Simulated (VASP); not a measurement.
# TaPbO4 (F-43m) in VASP: a series of runs

TaPbO4 is run at these levels: PBE; tasks: single point, relaxation of cell and atoms.

All numbers are computed with VASP 6.6.1; they aren't measurements. Logs are shortened: lines on timing, memory, paths and dates and some standing lists are left out, and cuts for length are marked.

**1. The cell of the first run**

Symmetry: F-43m, No. 216, cubic system. The conventional cell has a = 6.572 Å, b = 6.572 Å, c = 6.572 Å, α = 90.00°, β = 90.00°, γ = 90.00°. Within 3.6 Å of Ta (site symmetry -43m) lie 12 O at 2.72 Å and 4 Pb at 2.85 Å. Within 3.6 Å of Pb (site symmetry -43m) lie 12 O at 2.73 Å and 4 Ta at 2.85 Å. Within 3.0 Å of O (site symmetry 3m) lie 6 O at 2.29 to 2.35 Å and 3 Ta at 2.72 Å and 3 Pb at 2.73 Å.

**2. Single point, PBE, collinear spin, ferromagnetic start**

The input, INCAR:

```
SYSTEM = TaPbO4
PREC = Accurate
ENCUT = 600
EDIFF = 1E-6
ISMEAR = 0
SIGMA = 0.1
LREAL = .False.
LASPH = .True.
NELM = 200
ALGO = Normal
ISIF = 2
LWAVE = .False.
LCHARG = .False.
ISPIN = 2
MAGMOM = 1 0 0 0 0 0
LORBIT = 11
LMAXMIX = 4
GGA = PE
NBANDS = 38
GGA_COMPAT = .False.
```

The input, KPOINTS:

```
regular mesh
0
Gamma
  4 4 4
  0 0 0
```

The input, POSCAR:

```
TaPbO4
1.0
    0.0000000000      3.2860784360      3.2860784360
    3.2860784360      0.0000000000      3.2860784360
    3.2860784360      3.2860784360      0.0000000000
Ta Pb O
1 1 4
Direct
    0.2500000000      0.2500000000      0.2500000000
    0.0000000000      0.0000000000      0.0000000000
    0.6233461089      0.6233461089      0.1299616732
    0.6233461089      0.6233461089      0.6233461089
    0.1299616732      0.6233461089      0.6233461089
    0.6233461089      0.1299616732      0.6233461089
```

Potentials or basis: VASP PAW PBE potentials, release 64 (Ta_pv, Pb_d, O).

The run is started by

```console
$ cat potpaw_PBE.64/Ta_pv/POTCAR potpaw_PBE.64/Pb_d/POTCAR potpaw_PBE.64/O/POTCAR > POTCAR
$ mpirun -np 1 vasp_std > vasp.out
```

OUTCAR:

```text
SYSTEM = TaPbO4
   PREC = Accurate
   ENCUT = 600
   EDIFF = 1E-6
   ISMEAR = 0
   LREAL = .False.
   LASPH = .True.
   NELM = 200
   ISIF = 2
   ISPIN = 2
   LORBIT = 11
   GGA = PE

 ion  position               nearest neighbor table
   1  0.250  0.250  0.250-   3 2.72   5 2.72   6 2.72   4 2.72   4 2.72   4 2.72   3 2.72   5 2.72
                             5 2.72   3 2.72   6 2.72   6 2.72   2 2.85   2 2.85   2 2.85   2 2.85
   2  0.000  0.000  0.000-   3 2.73   6 2.73   3 2.73   5 2.73   5 2.73   6 2.73   4 2.73   4 2.73
                             4 2.73   3 2.73   5 2.73   6 2.73   1 2.85   1 2.85   1 2.85   1 2.85
   3  0.623  0.623  0.130-   1 2.72   1 2.72   1 2.72   2 2.73   2 2.73   2 2.73
   4  0.623  0.623  0.623-   1 2.72   1 2.72   1 2.72   2 2.73   2 2.73   2 2.73
   5  0.130  0.623  0.623-   1 2.72   1 2.72   1 2.72   2 2.73   2 2.73   2 2.73
   6  0.623  0.130  0.623-   1 2.72   1 2.72   1 2.72   2 2.73   2 2.73   2 2.73

  LATTYP: Found a face centered cubic cell.
 ALAT       =     6.5721568720

  Lattice vectors:

 A1 = (   0.0000000000,   3.2860784360,   3.2860784360)
 A2 = (   3.2860784360,   0.0000000000,   3.2860784360)
 A3 = (   3.2860784360,   3.2860784360,   0.0000000000)

Analysis of symmetry for initial positions (statically):
=====================================================================
 Subroutine PRICEL returns:
 Original cell was already a primitive cell.

 Routine SETGRP: Setting up the symmetry group for a
 face centered cubic supercell.

 Subroutine GETGRP returns: Found 24 space group operations
 (whereof 24 operations were pure point group operations)
 out of a pool of 48 trial point group operations.

The static configuration has the point symmetry T_d .

Analysis of symmetry for dynamics (positions and initial velocities):
=====================================================================
 Subroutine PRICEL returns:
 Original cell was already a primitive cell.

 Routine SETGRP: Setting up the symmetry group for a
 face centered cubic supercell.

 Subroutine GETGRP returns: Found 24 space group operations
 (whereof 24 operations were pure point group operations)
 out of a pool of 48 trial point group operations.

The dynamic configuration has the point symmetry T_d .

Analysis of structural, dynamic, and magnetic symmetry:
=====================================================================
 Subroutine PRICEL returns:
 Original cell was already a primitive cell.

 Routine SETGRP: Setting up the symmetry group for a
 face centered cubic supercell.

 Subroutine GETGRP returns: Found 24 space group operations
 (whereof 24 operations were pure point group operations)
[... 133 lines left out ...]

 number of electron      49.0000004 magnetization      -0.0616033

 Free energy of the ion-electron system (eV)
  ---------------------------------------------------
  ext. energy  EPLUGINS =         0.00000000
  ---------------------------------------------------
  free energy    TOTEN  =       -30.35388971 eV

  energy without entropy =      -30.30797405  energy(sigma->0) =      -30.33093188

 E-fermi :   6.5036     XC(G=0): -12.1183

 val. band max:        6.4980806538   @ k =   0.5000   0.5000   0.0000
 cond. band min:       6.5431732912   @ k =  -0.2500   0.2500   0.0000
 fundamental gap:      0.0450926374
 Fermi energy:         6.5036419660

 spin component 1

 k-point     1 :       0.0000    0.0000    0.0000
  band No.  band energies     occupation
      1     -29.7584      1.00000
      2     -29.7584      1.00000
      3     -29.7584      1.00000
      4     -13.2888      1.00000
      5     -10.7826      1.00000
      6     -10.7826      1.00000
[... 301 lines left out ...]
     35      18.0137      0.00000
     36      18.1884      0.00000
 Fermi energy:         6.5036419660

 spin component 2

 k-point     1 :       0.0000    0.0000    0.0000
  band No.  band energies     occupation
      1     -29.7909      1.00000
      2     -29.7909      1.00000
      3     -29.7909      1.00000
      4     -13.2857      1.00000
      5     -10.7835      1.00000
      6     -10.7835      1.00000
[... 301 lines left out ...]
     35      17.9887      0.00000
     36      18.1712      0.00000
 [bands above 36 left out]

------------------------ aborting loop because EDIFF is reached ----------------------------------------

  FORCE on cell =-STRESS in cart. coord.  units (eV):
  Direction    XX          YY          ZZ          XY          YZ          ZX
  --------------------------------------------------------------------------------------
  -------------------------------------------------------------------------------------
  Total       -0.8167020     -0.8167020     -0.8167020      0.0000000      0.0000000      0.0000000
  in kB      -18.4378568    -18.4378568    -18.4378568      0.0000000      0.0000000      0.0000000
  external PRESSURE =     -18.4378568 kB  Pullay stress =       0.0000000 kB

 VOLUME and BASIS-vectors are now :
 -----------------------------------------------------------------------------
  energy-cutoff  :      600.00
  volume of cell :       70.97
      direct lattice vectors                 reciprocal lattice vectors
     0.000000000  3.286078436  3.286078436    -0.152157050  0.152157050  0.152157050
     3.286078436  0.000000000  3.286078436     0.152157050 -0.152157050  0.152157050
     3.286078436  3.286078436  0.000000000     0.152157050  0.152157050 -0.152157050

 POSITION                                       TOTAL-FORCE (eV/Angst)
 -----------------------------------------------------------------------------------
      1.64304      1.64304      1.64304         0.000000      0.000000      0.000000
      0.00000      0.00000      0.00000         0.000000      0.000000      0.000000
      2.47543      2.47543      4.09673         0.049703      0.049703     -0.049703
      4.09673      4.09673      4.09673        -0.049703     -0.049703     -0.049703
      4.09673      2.47543      2.47543        -0.049703      0.049703      0.049703
      2.47543      4.09673      2.47543         0.049703     -0.049703      0.049703
 -----------------------------------------------------------------------------------
    total drift:                                0.000001      0.000001      0.000001

  FREE ENERGIE OF THE ION-ELECTRON SYSTEM (eV)
  ---------------------------------------------------
  free  energy   TOTEN  =       -30.3538897062 eV

  energy  without entropy=      -30.3079740493  energy(sigma->0) =      -30.33093188

 total charge

# of ion       s       p       d       tot
------------------------------------------
    1        0.235   6.054   2.104   8.393
    2        1.378   0.741   9.878  11.997
    3        1.625   3.130   0.000   4.755
    4        1.625   3.130   0.000   4.755
    5        1.625   3.130   0.000   4.755
    6        1.625   3.130   0.000   4.755
--------------------------------------------------
tot          8.113  19.315  11.982  39.409

 magnetization (x)

# of ion       s       p       d       tot
------------------------------------------
    1       -0.001  -0.001  -0.047  -0.049
    2        0.001  -0.007  -0.001  -0.007
    3       -0.000   0.003   0.000   0.002
    4       -0.000   0.003   0.000   0.002
    5       -0.000   0.003   0.000   0.002
    6       -0.000   0.003   0.000   0.002
--------------------------------------------------
tot         -0.001   0.002  -0.049  -0.047
```

Wall time 2.3 min (1 thread of Intel Xeon Platinum 8488C (Sapphire Rapids), shared host); peak memory 0.31 GiB.

Results:

```
Free energy                                           : -30.3539 eV
Pressure                                              : -1.8 GPa
Largest force                                         : 0.086 eV/Å
Net moment                                            : -0.06 μB per cell
Site moments                                          : Ta -0.05; Pb -0.01; O +0.00 μB
Valence electrons inside the program's atomic spheres : Ta 8.39; Pb 12.00; O 4.75
```

Forces on the atoms (eV/Å):
```
Ta   0.000  0.000  0.000
Pb   0.000  0.000  0.000
O    0.050  0.050 -0.050
O   -0.050 -0.050 -0.050
O   -0.050  0.050  0.050
O    0.050 -0.050  0.050
```

Caveat: the k points lie up to 0.41 Å⁻¹ apart; spin-orbit coupling is left out, which moves the levels of the heavy elements.

**3. Relaxation of cell and atoms, PBE, collinear spin, ferromagnetic start**

This run uses another cell than the first one, of 12.92 Å³/atom, 1.092 times its volume.

The input, INCAR:

```
SYSTEM = TaPbO4
ALGO = Normal ; EDIFF = 1E-7
EDIFFG = -0.04 ; ENCUT = 600
GGA = PE ; GGA_COMPAT = .FALSE.
IBRION = 2 ; ISIF = 3
ISMEAR = 0 ; ISPIN = 2
LASPH = .TRUE. ; LCHARG = .FALSE.
LMAXMIX = 4 ; LORBIT = 11
LREAL = .FALSE. ; LWAVE = .FALSE.
MAGMOM = 1 0 0 0 0 0 ; NELM = 200
NELMIN = 4 ; NSW = 90
PREC = Accurate ; SIGMA = 0.1
```

The input, KPOINTS:

```
k-points
0
G
  4 4 4
  0 0 0
```

The input, POSCAR:

```
TaPbO4
1.0
    0.0000000000      3.3839979300      3.3839979300
    3.3839979300      0.0000000000      3.3839979300
    3.3839979300      3.3839979300      0.0000000000
Ta Pb O
1 1 4
Direct
    0.2500000000      0.2500000000      0.2500000000
    0.0000000000      0.0000000000      0.0000000000
    0.6253080000      0.6253080000      0.1240760000
    0.6253080000      0.6253080000      0.6253080000
    0.1240760000      0.6253080000      0.6253080000
    0.6253080000      0.1240760000      0.6253080000
```

Potentials or basis: VASP PAW PBE potentials, release 64 (Ta_pv, Pb_d, O).

The run is started by

```console
$ cat potpaw_PBE.64/Ta_pv/POTCAR potpaw_PBE.64/Pb_d/POTCAR potpaw_PBE.64/O/POTCAR > POTCAR
$ mpirun -np 1 vasp_std > vasp.out
```

Wall time 7.6 min (1 thread of Intel Xeon Platinum 8488C (Sapphire Rapids), shared host); peak memory 0.31 GiB.

Results (log left out):

| Property | Result |
| --- | --- |
| Free energy | -30.8009 eV |
| Relaxed volume | 11.82 Å³/atom |
| Relaxed cell | a = 4.646 Å, b = 4.646 Å, c = 4.646 Å, α = 60.00°, β = 60.00°, γ = 60.00° |
| Space group after relaxing (to 0.05 Å) | F-43m (No. 216) |
| Energy gained by relaxing | 39.6 meV/atom |
| Ionic steps | 5 |
| Pressure after relaxing | -0.1 GPa |
| Largest force after relaxing | 0.035 eV/Å |
| Net moment | 2.16 μB per cell |
| Site moments | Ta -0.21; Pb -0.04; O +0.55 μB |
| Valence electrons inside the program's atomic spheres | Ta 8.39; Pb 11.99; O 4.76 |

Forces in eV/Å, atoms in the order of the input:
```
Ta   0.000  0.000  0.000
Pb   0.000  0.000  0.000
O    0.020  0.020 -0.020
O   -0.020 -0.020 -0.020
O   -0.020  0.020  0.020
O    0.020 -0.020  0.020
```

Step by step:
```csv
step,energy change (eV),largest force (eV/Å),pressure (GPa),volume (Å³)
1,0.0000,0.3105,-9.30,77.50
2,-0.2215,0.1412,3.11,69.39
3,-0.2338,0.1815,0.34,70.70
4,-0.2338,0.1853,0.08,70.83
5,-0.2376,0.0349,-0.06,70.90
```

Final structure:
```
Ta Pb O
1.0
     0.00000    3.28498    3.28498
     3.28498    0.00000    3.28498
     3.28498    3.28498    0.00000
Ta Pb O
1 1 4
Cartesian
  1.6425 1.6425 1.6425
  0.0000 0.0000 0.0000
  2.4735 2.4735 4.0965
  4.0965 4.0965 4.0965
  4.0965 2.4735 2.4735
  2.4735 4.0965 2.4735
```

Levels at points of the mesh, in eV from the Fermi level:
Spin up:
```tsv
k point	band 22	band 23	band 24	band 25	band 26	band 27	band 28	band 29
(0.00, 0.00, 0.00)	-0.84	-0.59	-0.59	-0.59	0.30	0.30	0.30	2.18
(0.50, 0.00, 0.00)	-2.60	-0.80	-0.41	-0.41	0.55	0.55	0.86	1.59
(0.50, 0.50, 0.00)	-2.61	-1.68	-0.55	-0.55	0.03	0.04	0.04	1.67
```
Spin down:
| k point | band 21 | band 22 | band 23 | band 24 | band 25 | band 26 |
| --- | --- | --- | --- | --- | --- | --- |
| (0.00, 0.00, 0.00) | -0.18 | -0.18 | -0.12 | -0.12 | -0.12 | 1.81 |
| (0.50, 0.00, 0.00) | -2.39 | -0.90 | -0.14 | 0.57 | 0.57 | 1.04 |
| (0.50, 0.50, 0.00) | -2.12 | -2.04 | -1.03 | -0.08 | -0.08 | -0.02 |

Caveat: the k points lie up to 0.41 Å⁻¹ apart in the final cell; spin-orbit coupling is left out, which moves the levels of the heavy elements.
